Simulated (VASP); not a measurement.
# ZrC (I4mm) in VASP: further runs

The runs below take ZrC through single point, with PBE.

Program: VASP 6.6.1. These are calculated values, not measurements. Logs are shortened: lines on timing, memory, paths and dates and some standing lists are left out, and cuts for length are marked.

## (1) The cell of the first run

Symmetry: I4mm, No. 107, tetragonal system. The conventional cell has a = 3.324 Å, b = 3.324 Å, c = 4.700 Å, α = 90.00°, β = 90.00°, γ = 90.00°. Zr (site symmetry 4mm) has 6 C at 2.13 to 2.58 Å within 2.8 Å. C (site symmetry 4mm) has 6 Zr at 2.13 to 2.58 Å within 2.8 Å.

## (2) Single point, PBE (one atom moved)

File INCAR:

```
  PREC = Accurate
  ENCUT = 520
  EDIFF = 1E-7
  ISMEAR = 0
  SIGMA = 0.1
  LREAL = False
  LASPH = True
  NELM = 100
  ALGO = Normal
  ISIF = 2
  LWAVE = False
  LCHARG = False
  GGA = PE
  NBANDS = 15
```

File KPOINTS:

```
regular mesh
0
Gamma
  14 14 14
```

File POSCAR:

```
ZrC
1.0
    0.0000000000      2.3502100000      2.3502100000
    2.3502100000      0.0000000000      2.3502100000
    2.3502100000      2.3502100000      0.0000000000
Zr C
1 1
Direct
    0.4521319371      0.5478680629      0.5478680629
    0.0000000000      0.0000000000      0.0000000000
```

Potentials or basis: VASP PAW PBE potentials, release 64 (Zr_sv, C).

Command:

```sh
$ cat potpaw_PBE.64/Zr_sv/POTCAR potpaw_PBE.64/C/POTCAR > POTCAR
$ mpirun -np 1 vasp_std > vasp.out
```

OUTCAR:

```text
PREC = Accurate
   ENCUT = 520
   EDIFF = 1E-7
   ISMEAR = 0
   LREAL = False
   LASPH = True
   NELM = 100
   ISIF = 2
   GGA = PE

 ion  position               nearest neighbor table
   1  0.452  0.548  0.548-   2 2.13   2 2.36   2 2.36   2 2.36   2 2.36   2 2.58
   2  0.000  0.000  0.000-   1 2.13   1 2.36   1 2.36   1 2.36   1 2.36   1 2.58

  LATTYP: Found a face centered cubic cell.
 ALAT       =     4.7004200000

  Lattice vectors:

 A1 = (   0.0000000000,   2.3502100000,   2.3502100000)
 A2 = (   2.3502100000,   0.0000000000,   2.3502100000)
 A3 = (   2.3502100000,   2.3502100000,   0.0000000000)

Analysis of symmetry for initial positions (statically):
=====================================================================
 Subroutine PRICEL returns:
 Original cell was already a primitive cell.

 Routine SETGRP: Setting up the symmetry group for a
 face centered cubic supercell.

 Subroutine GETGRP returns: Found  8 space group operations
 (whereof  8 operations were pure point group operations)
 out of a pool of 48 trial point group operations.

The static configuration has the point symmetry C_4v.

Analysis of symmetry for dynamics (positions and initial velocities):
=====================================================================
 Subroutine PRICEL returns:
 Original cell was already a primitive cell.

 Routine SETGRP: Setting up the symmetry group for a
 face centered cubic supercell.

 Subroutine GETGRP returns: Found  8 space group operations
 (whereof  8 operations were pure point group operations)
 out of a pool of 48 trial point group operations.

The dynamic configuration has the point symmetry C_4v.

 Subroutine INISYM returns: Found  8 space group operations
 (whereof  8 operations are pure point group operations),
 and found     1 'primitive' translations

----------------------------------------------------------------------------------------

                                     Primitive cell

  volume of cell :      25.9627

  direct lattice vectors                    reciprocal lattice vectors
     0.000000000  2.350210000  2.350210000    -0.212746946  0.212746946  0.212746946
     2.350210000  0.000000000  2.350210000     0.212746946 -0.212746946  0.212746946
     2.350210000  2.350210000  0.000000000     0.212746946  0.212746946 -0.212746946

  length of vectors
     3.323698856  3.323698856  3.323698856     0.368488520  0.368488520  0.368488520

  position of ions in fractional coordinates (direct lattice)
     0.452131937  0.547868063  0.547868063
     0.000000000  0.000000000  0.000000000

  ion indices of the primitive-cell ions
[... 88 lines left out ...]
   EMIN   =  10.00;   EMAX   =-10.00  energy-range for DOS
   EFERMI =   0.00;   METHOD = LEGACY
   ISMEAR =     0;   SIGMA  =   0.10  broadening in eV -4-tet -1-fermi 0-gaus
   EFERMI_NEDOS =   21; number of points for ismear=-14 and -15
   IALGO  =     38    algorithm
   IMIX   =      4    mixing-type and parameters
     AMIX     =   0.40;   BMIX     =  1.00
     AMIX_MAG =   1.60;   BMIX_MAG =  1.00
  volume/ion in A,a.u.               =      12.98        87.60
  Fermi-wavevector in a.u.,A,eV,Ry     =   1.393151  2.632673 26.407131  1.940869
  Thomas-Fermi vector in A             =   2.516825
   LORBIT       =      0    0 simple, 1 ext, 2 COOP (PROOUT), +10 PAW based schemes
   GGA     = PE    functional components
   LHFCALC =     F    Hartree Fock is set to
   AEXX    =    0.0000 exact exchange contribution
   IVDW    =     0    specifies the selected vdW correction
   LEPSILON=     F    determine dielectric tensor
   LRPA    =     F    only Hartree local field effects (RPA)
 non-spin polarized calculation
 Gauss-broadening in eV      SIGMA  =   0.10
  energy-cutoff  :      520.00
  volume of cell :       25.96
 maximum number of plane-waves:       725
 NGX is ok and might be reduce to    28
   NGX = 13   NGY = 13   NGZ = 13

 number of electron      16.0000000 magnetization

 Free energy of the ion-electron system (eV)
  ---------------------------------------------------
  ext. energy  EPLUGINS =         0.00000000
  ---------------------------------------------------
  free energy    TOTEN  =       -19.27599369 eV

  energy without entropy =      -19.27491176  energy(sigma->0) =      -19.27545273

 E-fermi :   9.6463     XC(G=0): -12.1111

 val. band max:        9.6274609461   @ k =   0.0000   0.0000   0.0000
 cond. band min:       9.6488849268   @ k =   0.0000   0.4286   0.3571
 fundamental gap:      0.0214239808
 Fermi energy:         9.6463206493

 k-point     1 :       0.0000    0.0000    0.0000
  band No.  band energies     occupation
      1     -38.4849      2.00000
      2     -16.2216      2.00000
      3     -16.2029      2.00000
      4     -16.2029      2.00000
      5      -1.6428      2.00000
      6       9.3705      1.99990
      7       9.3705      1.99990
      8       9.6275      1.21031
      9      10.7097      0.00000
     10      12.0248      0.00000
     11      12.0248      0.00000
     12      12.4356      0.00000
     13      13.7181      0.00000
     14      16.7726      0.00000
[... 401 lines left out ...]
      2     -17.0371      2.00000
      3     -16.3303      2.00000
      4     -16.2865      2.00000
      5       1.1588      2.00000
      6       4.6015      2.00000
      7       6.7760      2.00000
      8       6.9712      2.00000
      9      13.4805      0.00000
     10      13.8453      0.00000
     11      14.6417      0.00000
     12      16.7580      0.00000
     13      19.1590      0.00000
     14      19.5133      0.00000
     15      23.1228      0.00000

 [... further k-points ...]

------------------------ aborting loop because EDIFF is reached ----------------------------------------

  FORCE on cell =-STRESS in cart. coord.  units (eV):
  Direction    XX          YY          ZZ          XY          YZ          ZX
  --------------------------------------------------------------------------------------
  -------------------------------------------------------------------------------------
  Total        2.4392446      0.1382857      0.1382857      0.0000000      0.0000000      0.0000000
  in kB      150.5275298      8.5337102      8.5337102      0.0000000      0.0000000      0.0000000
  external PRESSURE =      55.8649834 kB  Pullay stress =       0.0000000 kB

 VOLUME and BASIS-vectors are now :
 -----------------------------------------------------------------------------
  energy-cutoff  :      520.00
  volume of cell :       25.96
      direct lattice vectors                 reciprocal lattice vectors
     0.000000000  2.350210000  2.350210000    -0.212746946  0.212746946  0.212746946
     2.350210000  0.000000000  2.350210000     0.212746946 -0.212746946  0.212746946
     2.350210000  2.350210000  0.000000000     0.212746946  0.212746946 -0.212746946

 POSITION                                       TOTAL-FORCE (eV/Angst)
 -----------------------------------------------------------------------------------
      2.57521      2.35021      2.35021        -1.848774      0.000000      0.000000
      0.00000      0.00000      0.00000         1.848774      0.000000      0.000000
 -----------------------------------------------------------------------------------
    total drift:                               -0.000142      0.000000      0.000000

  FREE ENERGIE OF THE ION-ELECTRON SYSTEM (eV)
  ---------------------------------------------------
  free  energy   TOTEN  =       -19.2759936905 eV

  energy  without entropy=      -19.2749117623  energy(sigma->0) =      -19.27545273
```

It took 83 s on 1 thread of AMD EPYC 7R43 (Zen 3), shared host; peak memory 0.19 GiB.

What came out:

- Free energy: -19.2760 eV
- Pressure: 5.6 GPa
- Largest force: 1.849 eV/Å
- Band gap on the k mesh: zero (band 8 reaches 9.94 eV, above the bottom of band 9 at 9.14 eV)

Forces on the atoms (eV/Å):
```
Zr  -1.849  0.000  0.000
C    1.849  0.000  0.000
```

Levels at points of the mesh, in eV from the Fermi level:
```csv
k point,band 6,band 7,band 8,band 9,band 10,band 11
"(0.00, 0.00, 0.00)",-0.28,-0.28,-0.02,1.06,2.38,2.38
"(0.50, 0.00, 0.00)",-5.27,-2.94,-2.85,4.29,4.52,5.19
"(0.50, 0.50, 0.00)",-2.51,-2.11,-0.11,0.89,4.74,5.61
"(0.00, 0.50, 0.50)",-1.91,-1.81,0.03,0.03,4.45,5.60
```

Caveat: the cell differs from its parent crystal (one atom moved); forces of over 1 eV/Å act on the atoms, so gaps and moduli don't describe the material at rest.

## (3) Single point, PBE (one atom moved)

File INCAR:

```
SYSTEM = ZrC
ALGO = Normal ; EDIFF = 1E-7
ENCUT = 520 ; GGA = PE
ISIF = 2 ; ISMEAR = 0
LASPH = .True. ; LCHARG = .False.
LREAL = .False. ; LWAVE = .False.
NBANDS = 15 ; NELM = 60
PREC = Accurate ; SIGMA = 0.1
```

File KPOINTS:

```
k-points
0
Gamma
  14 14 14
  0 0 0
```

File POSCAR:

```
ZrC
1.0
    0.0000000000      2.3502100000      2.3502100000
    2.3502100000      0.0000000000      2.3502100000
    2.3502100000      2.3502100000      0.0000000000
Zr C
1 1
Direct
    0.5000000000      0.5000000000      0.5000000000
    0.0478680629     -0.0478680629      0.0478680629
```

Potentials or basis: VASP PAW PBE potentials, release 64 (Zr_sv, C).

Command:

```sh
$ cat potpaw_PBE.64/Zr_sv/POTCAR potpaw_PBE.64/C/POTCAR > POTCAR
$ mpirun -np 1 vasp_std > vasp.out
```

It took 87 s on 1 thread of AMD EPYC 7R43 (Zen 3), shared host; peak memory 0.19 GiB.

Results (log left out):

```
Free energy            : -19.2760 eV
Pressure               : 5.6 GPa
Largest force          : 1.849 eV/Å
Band gap on the k mesh : zero (band 8 reaches 9.94 eV, above the bottom of band 9 at 9.14 eV)
```

Forces on the atoms (eV/Å):
```
Zr   0.000  1.849  0.000
C    0.000 -1.849  0.000
```

Stress tensor (GPa, compression positive):
```
 0.85  0.00  0.00
 0.00 15.05  0.00
 0.00  0.00  0.85
```

Levels at points of the mesh, in eV from the Fermi level:
| k point | band 5 | band 6 | band 7 | band 8 | band 9 | band 10 | band 11 | band 12 |
| --- | --- | --- | --- | --- | --- | --- | --- | --- |
| (0.00, 0.00, 0.00) | -11.29 | -0.28 | -0.28 | -0.02 | 1.06 | 2.38 | 2.38 | 2.79 |
| (0.50, 0.00, 0.00) | -8.31 | -5.27 | -2.94 | -2.85 | 4.29 | 4.52 | 5.19 | 6.36 |
| (0.50, 0.50, 0.00) | -10.10 | -2.51 | -2.11 | -0.11 | 0.89 | 4.74 | 5.61 | 5.61 |
| (0.50, 0.00, 0.50) | -10.09 | -1.91 | -1.81 | 0.03 | 0.03 | 4.45 | 5.60 | 5.60 |

Caveat: the cell differs from its parent crystal (one atom moved); forces of over 1 eV/Å act on the atoms, so gaps and moduli don't describe the material at rest.

## (4) Single point, PBE (strained and its atoms moved)

File INCAR:

```
PREC = Accurate
ENCUT = 520
EDIFF = 1E-6
ISMEAR = 0
SIGMA = 0.1
LREAL = False
LASPH = True
NELM = 100
ALGO = Normal
ISIF = 2
LWAVE = False
LCHARG = False
GGA = PE
NBANDS = 15
```

File KPOINTS:

```
regular mesh
0
Gamma
  14 14 14
```

File POSCAR:

```
ZrC
1.0
    0.0000000000      2.3544403780      2.3896935280
    2.3544403780      0.0000000000      2.3896935280
    2.3544403780      2.3544403780      0.0000000000
Zr C
1 1
Direct
    0.5212746946      0.5212746946      0.4787253054
   -0.0212746946     -0.0212746946      0.0212746946
```

Command:

```sh
$ cat potpaw_PBE.64/Zr_sv/POTCAR potpaw_PBE.64/C/POTCAR > POTCAR
$ mpirun -np 1 vasp_std > vasp.out
```

Run time: 98 s. Hardware: 1 thread of AMD EPYC 7R43 (Zen 3), shared host; peak memory 0.19 GiB.

It converged, with:

* Free energy: -19.3392 eV
* Pressure: -0.1 GPa
* Largest force: 1.268 eV/Å
* Band gap on the k mesh: zero (band 8 reaches 9.73 eV, above the bottom of band 9 at 9.02 eV)

Forces on the atoms (eV/Å):
```
Zr   0.000  0.000 -1.268
C    0.000  0.000  1.268
```

Stress tensor (GPa, compression positive):
```
-1.71  0.00  0.00
 0.00 -1.71  0.00
 0.00  0.00  3.13
```

Levels at points of the mesh, in eV from the Fermi level:
| k point | band 6 | band 7 | band 8 | band 9 | band 10 | band 11 |
| --- | --- | --- | --- | --- | --- | --- |
| (0.00, 0.00, 0.00) | -0.11 | -0.11 | 0.03 | 0.93 | 2.20 | 2.20 |
| (0.50, 0.00, 0.00) | -5.22 | -2.88 | -2.84 | 4.24 | 4.32 | 5.07 |
| (0.50, 0.50, 0.00) | -2.12 | -1.75 | 0.04 | 0.04 | 4.30 | 5.43 |
| (0.50, 0.00, 0.50) | -2.36 | -2.11 | -0.19 | 0.71 | 4.53 | 5.37 |

Caveat: the cell differs from its parent crystal (strained and its atoms moved); forces of over 1 eV/Å act on the atoms, so gaps and moduli don't describe the material at rest.
